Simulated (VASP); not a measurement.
# ZnS: single point with LDA

Crystal: ZnS.

```
Zn S
1.0
     0.00000    2.75499    2.75499
     2.75499    0.00000    2.75499
     2.75499    2.75499    0.00000
Zn S
1 1
Cartesian
  4.1325 4.1325 4.1325
  0.0000 0.0000 0.0000
```

This cell differs from its parent crystal: volume scaled by 1.06.

| Property | Result |
| --- | --- |
| Program | VASP 6.6.1 |
| Task | single point |
| Functional | LDA |
| Potentials or basis | VASP PAW LDA potentials, release 64 (Zn, S) |
| Cutoff | 520 eV |
| k mesh | 9 × 9 × 9 |
| Occupations | fermi-dirac, width 0.05 eV |
| Spin | no spin polarisation |
| Dipole correction | no |
| Further INCAR settings | ALGO = Normal; EDIFF = 1e-06; NBANDS = 16 |

```json
{"Pressure": "-7.7 GPa", "Band gap on the k mesh": "1.64 eV, direct"}
```

Levels at points of the mesh, in eV from the valence-band top:
| k point | band 7 | band 8 | band 9 | band 10 | band 11 | band 12 |
| --- | --- | --- | --- | --- | --- | --- |
| (0.00, 0.00, 0.00) | 0.00 | 0.00 | 0.00 | 1.64 | 6.28 | 6.28 |

It took 11 s on 1 thread of Intel(R) Xeon(R) 6975P-C (Granite Rapids) (shared host), peak memory 0.15 GiB.
